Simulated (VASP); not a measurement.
# LiF (R-3m) in VASP: notebook

Runs on LiF. Level: r2SCAN. Tasks: single point.

Everything below comes from runs of VASP 6.6.1. Logs are shortened: lines on timing, memory, paths and dates and some standing lists are left out, and cuts for length are marked.

### 1 The cell of the first run

It takes space group R-3m (No. 166, trigonal). The conventional cell has a = 2.386 Å, b = 2.386 Å, c = 9.938 Å, α = 90.00°, β = 90.00°, γ = 120.00°. Li (site symmetry -3m) has 6 F at 2.15 Å and 6 Li at 2.39 Å within 2.9 Å. Within 2.9 Å of F (site symmetry -3m) lie 6 Li at 2.15 Å and 6 F at 2.39 Å.

### 2 Single point, r2SCAN

File POSCAR:

```
LiF
1.0
    0.7874988714      2.4749964529      2.4749964529
    2.4749964529      0.7874988714      2.4749964529
    2.4749964529      2.4749964529      0.7874988714
Li F
1 1
Direct
    0.0000000000      0.0000000000      0.0000000000
    0.5000000000      0.5000000000      0.5000000000
```

File INCAR.step1:

```
SYSTEM = LiF
PREC = Accurate
ENCUT = 520
ISMEAR = 0
SIGMA = 0.05
LREAL = .FALSE.
LASPH = .TRUE.
NELM = 80
NBANDS = 12
GGA = PE
ALGO = Normal
EDIFF = 1E-4
LWAVE = .TRUE.
LCHARG = .FALSE.
```

File INCAR.step2:

```
SYSTEM = LiF
PREC = Accurate
ENCUT = 520
EDIFF = 1E-6
ISMEAR = 0
SIGMA = 0.05
LREAL = .FALSE.
LASPH = .TRUE.
NELM = 80
ALGO = Normal
ISIF = 2
LWAVE = .FALSE.
LCHARG = .TRUE.
METAGGA = R2SCAN
LMIXTAU = .TRUE.
LELF = .TRUE.
LVHAR = .TRUE.
NBANDS = 12
ISTART = 1
```

File KPOINTS:

```
regular mesh
0
G
  12 12 12
  0 0 0
```

Potentials or basis: VASP PAW PBE potentials, release 64 (Li_sv, F).

Command:

```sh
$ cat potpaw_PBE.64/Li_sv/POTCAR potpaw_PBE.64/F/POTCAR > POTCAR
$ cp INCAR.step1 INCAR
$ mpirun -np 1 vasp_std > vasp.out
$ cp INCAR.step2 INCAR
$ mpirun -np 1 vasp_std > vasp.out
```

OUTCAR:

```text
SYSTEM = LiF
   PREC = Accurate
   ENCUT = 520
   EDIFF = 1E-6
   ISMEAR = 0
   LREAL = .FALSE.
   LASPH = .TRUE.
   NELM = 80
   ISIF = 2
   METAGGA = R2SCAN
   ISTART = 1

 ion  position               nearest neighbor table
   1  0.000  0.000  0.000-   2 2.15   2 2.15   2 2.15   2 2.15   2 2.15   2 2.15
   2  0.500  0.500  0.500-   1 2.15   1 2.15   1 2.15   1 2.15   1 2.15   1 2.15

  LATTYP: Found a trigonal (rhomboedric) cell.
 ALAT       =     3.5876690700
 COS(alpha) =     0.7787610620

  Lattice vectors:

 A1 = (   0.7874988714,   2.4749964529,   2.4749964529)
 A2 = (   2.4749964529,   0.7874988714,   2.4749964529)
 A3 = (   2.4749964529,   2.4749964529,   0.7874988714)

Analysis of symmetry for initial positions (statically):
=====================================================================
 Subroutine PRICEL returns:
 Original cell was already a primitive cell.

 Routine SETGRP: Setting up the symmetry group for a
 trigonal (rhombohedral) supercell.

 Subroutine GETGRP returns: Found 12 space group operations
 (whereof 12 operations were pure point group operations)
 out of a pool of 12 trial point group operations.

The static configuration has the point symmetry D_3d.

Analysis of symmetry for dynamics (positions and initial velocities):
=====================================================================
 Subroutine PRICEL returns:
 Original cell was already a primitive cell.

 Routine SETGRP: Setting up the symmetry group for a
 trigonal (rhombohedral) supercell.

 Subroutine GETGRP returns: Found 12 space group operations
 (whereof 12 operations were pure point group operations)
 out of a pool of 12 trial point group operations.

The dynamic configuration has the point symmetry D_3d.

 Subroutine INISYM returns: Found 12 space group operations
 (whereof 12 operations are pure point group operations),
 and found     1 'primitive' translations

----------------------------------------------------------------------------------------

                                     Primitive cell

  volume of cell :      16.3384

  direct lattice vectors                    reciprocal lattice vectors
     0.787498871  2.474996453  2.474996453    -0.336964898  0.255628544  0.255628544
     2.474996453  0.787498871  2.474996453     0.255628544 -0.336964898  0.255628544
     2.474996453  2.474996453  0.787498871     0.255628544  0.255628544 -0.336964898

  length of vectors
     3.587669070  3.587669070  3.587669070     0.494203650  0.494203650  0.494203650

  position of ions in fractional coordinates (direct lattice)
     0.000000000  0.000000000  0.000000000
     0.500000000  0.500000000  0.500000000
[... 83 lines left out ...]
   ISIF   =      2    stress and relaxation
   ISYM   =      2    0-nonsym 1-usesym 2-fastsym
   POTIM  = 0.5000    time-step for ionic-motion
   TEBEG  =    0.0;   TEEND  =   0.0 temperature during run
   PSTRESS=    0.0 pullay stress
   NELECT =      10.0000    total number of electrons
   NUPDOWN=      -1.0000    fix difference up-down
   EMIN   =  10.00;   EMAX   =-10.00  energy-range for DOS
   EFERMI =   0.00;   METHOD = LEGACY
   ISMEAR =     0;   SIGMA  =   0.05  broadening in eV -4-tet -1-fermi 0-gaus
   EFERMI_NEDOS =   21; number of points for ismear=-14 and -15
   IALGO  =     38    algorithm
   IMIX   =      4    mixing-type and parameters
     AMIX     =   0.40;   BMIX     =  1.00
     AMIX_MAG =   1.60;   BMIX_MAG =  1.00
  volume/ion in A,a.u.               =       8.17        55.13
  Fermi-wavevector in a.u.,A,eV,Ry     =   1.389970  2.626662 26.286674  1.932016
  Thomas-Fermi vector in A             =   2.513950
   LORBIT       =      0    0 simple, 1 ext, 2 COOP (PROOUT), +10 PAW based schemes
   METAGGA = R2SCAN    functional components
   LHFCALC =     F    Hartree Fock is set to
   AEXX    =    0.0000 exact exchange contribution
   IVDW    =     0    specifies the selected vdW correction
   LEPSILON=     F    determine dielectric tensor
   LRPA    =     F    only Hartree local field effects (RPA)
 non-spin polarized calculation
 Gauss-broadening in eV      SIGMA  =   0.05
  energy-cutoff  :      520.00
  volume of cell :       16.34
 maximum number of plane-waves:       462
   NGX = 13   NGY = 13   NGZ = 13

 number of electron      10.0000000 magnetization

 Free energy of the ion-electron system (eV)
  ---------------------------------------------------
  ext. energy  EPLUGINS =         0.00000000
  ---------------------------------------------------
  free energy    TOTEN  =       -10.00085153 eV

  energy without entropy =      -10.00085153  energy(sigma->0) =      -10.00085153

 E-fermi :   1.8674     XC(G=0): -10.5845

 val. band max:        1.4215759353   @ k =   0.0000   0.0000   0.0000
 cond. band min:       6.6240307144   @ k =   0.0000   0.0000   0.0000
 fundamental gap:      5.2024547791
 Fermi energy:         1.8673602093

 k-point     1 :       0.0000    0.0000    0.0000
  band No.  band energies     occupation
      1     -45.2326      2.00000
      2     -21.7938      2.00000
      3      -2.9650      2.00000
      4       1.4216      2.00000
      5       1.4216      2.00000
      6       6.6240      0.00000
      7      17.0938      0.00000
      8      20.5241      0.00000
      9      28.6170      0.00000
     10      28.6170      0.00000
     11      31.8862      0.00000
     12      31.8862      0.00000
[... 331 lines left out ...]
 k-point    24 :      -0.4167    0.1667    0.0000
  band No.  band energies     occupation
      1     -45.0795      2.00000
      2     -20.3200      2.00000
      3      -2.9143      2.00000
      4      -1.4358      2.00000
      5      -0.4157      2.00000
      6       8.3644      0.00000
      7      14.5525      0.00000
      8      17.5884      0.00000
      9      21.5476      0.00000
     10      25.1241      0.00000
     11      25.7785      0.00000
     12      32.0079      0.00000

 [... further k-points ...]
[... 5 lines left out ...]
  --------------------------------------------------------------------------------------
  -------------------------------------------------------------------------------------
  Total        0.5119274      0.5119274      0.5119274     -4.1995322     -4.1995322     -4.1995322
  in kB       50.2007956     50.2007956     50.2007956   -411.8158968   -411.8158968   -411.8158968
  external PRESSURE =      50.2007956 kB  Pullay stress =       0.0000000 kB

 VOLUME and BASIS-vectors are now :
 -----------------------------------------------------------------------------
  energy-cutoff  :      520.00
  volume of cell :       16.34
      direct lattice vectors                 reciprocal lattice vectors
     0.787498871  2.474996453  2.474996453    -0.336964898  0.255628544  0.255628544
     2.474996453  0.787498871  2.474996453     0.255628544 -0.336964898  0.255628544
     2.474996453  2.474996453  0.787498871     0.255628544  0.255628544 -0.336964898

 POSITION                                       TOTAL-FORCE (eV/Angst)
 -----------------------------------------------------------------------------------
      0.00000      0.00000      0.00000         0.000000     -0.000000      0.000000
      2.86875      2.86875      2.86875        -0.000000      0.000000     -0.000000
 -----------------------------------------------------------------------------------
    total drift:                                0.000000      0.000000      0.000000

  FREE ENERGIE OF THE ION-ELECTRON SYSTEM (eV)
  ---------------------------------------------------
  free  energy   TOTEN  =       -10.0008515270 eV

  energy  without entropy=      -10.0008515270  energy(sigma->0) =      -10.00085153
```

OUTCAR.step1:

```text
SYSTEM = LiF
   PREC = Accurate
   ENCUT = 520
   ISMEAR = 0
   LREAL = .FALSE.
   LASPH = .TRUE.
[... 582 lines left out ...]
      0.00000      0.00000      0.00000        -0.000000     -0.000000     -0.000000
      2.86875      2.86875      2.86875         0.000000      0.000000      0.000000
 -----------------------------------------------------------------------------------
    total drift:                                0.000000      0.000000      0.000000

  FREE ENERGIE OF THE ION-ELECTRON SYSTEM (eV)
  ---------------------------------------------------
  free  energy   TOTEN  =        -7.8041471645 eV

  energy  without entropy=       -7.8041471645  energy(sigma->0) =       -7.80414716
```

Wall time 1.8 min (1 thread of Intel Xeon 6975P-C (Granite Rapids), shared host); peak memory 0.17 GiB.

Results:

| Property | Result |
| --- | --- |
| Free energy | -10.0009 eV |
| Band gap on the k mesh | 5.20 eV |

Levels at points of the mesh, in eV from the valence-band top:
```tsv
k point	band 2	band 3	band 4	band 5	band 6	band 7	band 8	band 9
(0.00, 0.00, 0.00)	-23.22	-4.39	0.00	0.00	5.20	15.67	19.10	27.20
(0.50, 0.00, 0.00)	-21.84	-4.67	-2.80	-0.88	5.95	15.16	15.73	20.02
(0.50, 0.50, 0.00)	-21.78	-4.93	-3.55	-0.96	8.90	13.08	18.69	18.73
(0.50, 0.50, 0.50)	-23.23	-5.15	-0.01	-0.01	9.15	10.49	25.58	25.76
```

Caveat: the cutoff is under 1.25 times the usual one of these potentials, so pressure, stress and relaxed cells hold a basis-set (Pulay) error; the PAW data sets were made with another functional, which shifts forces and pressure a little. A k mesh can miss the band edges.

### 3 Single point, r2SCAN

This run uses another cell than the first one, of the same volume but with other edges.

File POSCAR:

```
LiF
1.0
    0.1046928307      2.0676834056      2.0676834056
    2.0676834056      0.1046928307      2.0676834056
    2.0676834056      2.0676834056      0.1046928307
Li F
1 1
Direct
    0.0000000000      0.0000000000      0.0000000000
    0.5000000000      0.5000000000      0.5000000000
```

Changes to INCAR.step1 since step 2:

```diff
@@ -7,3 +7,3 @@
 LASPH = .TRUE.
-NELM = 80
+NELM = 60
 NBANDS = 12
```

File INCAR.step2:

```
SYSTEM = LiF
PREC = Accurate
ENCUT = 520
EDIFF = 1E-7
ISMEAR = 0
SIGMA = 0.05
LREAL = .FALSE.
LASPH = .TRUE.
NELM = 60
ALGO = Normal
ISIF = 2
LWAVE = .FALSE.
LCHARG = .FALSE.
METAGGA = R2SCAN
LMIXTAU = .TRUE.
NBANDS = 12
ISTART = 1
```

File KPOINTS:

```
Automatic mesh
0
G
  12 12 12
  0 0 0
```

Potentials or basis: VASP PAW PBE potentials, release 64 (Li_sv, F).

Command:

```sh
$ cat potpaw_PBE.64/Li_sv/POTCAR potpaw_PBE.64/F/POTCAR > POTCAR
$ cp INCAR.step1 INCAR
$ mpirun -np 1 vasp_std > vasp.out
$ cp INCAR.step2 INCAR
$ mpirun -np 1 vasp_std > vasp.out
```

OUTCAR:

```text
SYSTEM = LiF
   PREC = Accurate
   ENCUT = 520
   EDIFF = 1E-7
   ISMEAR = 0
   LREAL = .FALSE.
   LASPH = .TRUE.
   NELM = 60
   ISIF = 2
   METAGGA = R2SCAN
   ISTART = 1

 ion  position               nearest neighbor table
   1  0.000  0.000  0.000-   2 2.02   2 2.02   2 2.02   2 2.02   2 2.02   2 2.02
   2  0.500  0.500  0.500-   1 2.02   1 2.02   1 2.02   1 2.02   1 2.02   1 2.02

  LATTYP: Found a trigonal (rhomboedric) cell.
 ALAT       =     2.9260194669
 COS(alpha) =     0.5499279885

  Lattice vectors:

 A1 = (   0.1046928307,   2.0676834056,   2.0676834056)
 A2 = (   2.0676834056,   0.1046928307,   2.0676834056)
 A3 = (   2.0676834056,   2.0676834056,   0.1046928307)

Analysis of symmetry for initial positions (statically):
=====================================================================
 Subroutine PRICEL returns:
 Original cell was already a primitive cell.

 Routine SETGRP: Setting up the symmetry group for a
 trigonal (rhombohedral) supercell.

 Subroutine GETGRP returns: Found 12 space group operations
 (whereof 12 operations were pure point group operations)
 out of a pool of 12 trial point group operations.

The static configuration has the point symmetry D_3d.

[... 169 lines left out ...]
  band No.  band energies     occupation
      1     -43.7268      2.00000
      2     -22.7226      2.00000
      3      -1.9212      2.00000
      4      -1.4612      2.00000
      5      -1.4612      2.00000
      6       8.5990      0.00000
      7      22.2740      0.00000
      8      23.3985      0.00000
      9      24.7585      0.00000
     10      24.7585      0.00000
     11      24.8007      0.00000
     12      24.8007      0.00000
[... 331 lines left out ...]
 k-point    24 :      -0.4167    0.1667    0.0000
  band No.  band energies     occupation
      1     -43.6611      2.00000
      2     -22.1852      2.00000
      3      -3.9563      2.00000
      4      -2.5447      2.00000
      5      -2.1086      2.00000
      6      11.1155      0.00000
      7      15.7344      0.00000
      8      18.5042      0.00000
      9      19.3122      0.00000
     10      28.0499      0.00000
     11      30.3770      0.00000
     12      30.7186      0.00000

 [... further k-points ...]
[... 5 lines left out ...]
  --------------------------------------------------------------------------------------
  -------------------------------------------------------------------------------------
  Total       -0.2746693     -0.2746693     -0.2746693     -0.3731310     -0.3731310     -0.3731310
  in kB      -26.9347134    -26.9347134    -26.9347134    -36.5900969    -36.5900969    -36.5900969
  external PRESSURE =     -26.9347134 kB  Pullay stress =       0.0000000 kB

 VOLUME and BASIS-vectors are now :
 -----------------------------------------------------------------------------
  energy-cutoff  :      520.00
  volume of cell :       16.34
      direct lattice vectors                 reciprocal lattice vectors
     0.104692831  2.067683406  2.067683406    -0.261002618  0.248424179  0.248424179
     2.067683406  0.104692831  2.067683406     0.248424179 -0.261002618  0.248424179
     2.067683406  2.067683406  0.104692831     0.248424179  0.248424179 -0.261002618

 POSITION                                       TOTAL-FORCE (eV/Angst)
 -----------------------------------------------------------------------------------
      0.00000      0.00000      0.00000        -0.000000      0.000000      0.000000
      2.12003      2.12003      2.12003         0.000000     -0.000000     -0.000000
 -----------------------------------------------------------------------------------
    total drift:                                0.000000     -0.000000      0.000000

  FREE ENERGIE OF THE ION-ELECTRON SYSTEM (eV)
  ---------------------------------------------------
  free  energy   TOTEN  =       -11.8708967777 eV

  energy  without entropy=      -11.8708967776  energy(sigma->0) =      -11.87089678
```

Wall time 47 s (1 thread of Intel Xeon 6975P-C (Granite Rapids), shared host); peak memory 0.15 GiB.

What came out:

* Free energy: -11.8709 eV
* Band gap on the k mesh: 10.06 eV

Caveat: the cutoff is under 1.25 times the usual one of these potentials, so pressure, stress and relaxed cells hold a basis-set (Pulay) error; the PAW data sets were made with another functional, which shifts forces and pressure a little. A k mesh can miss the band edges.
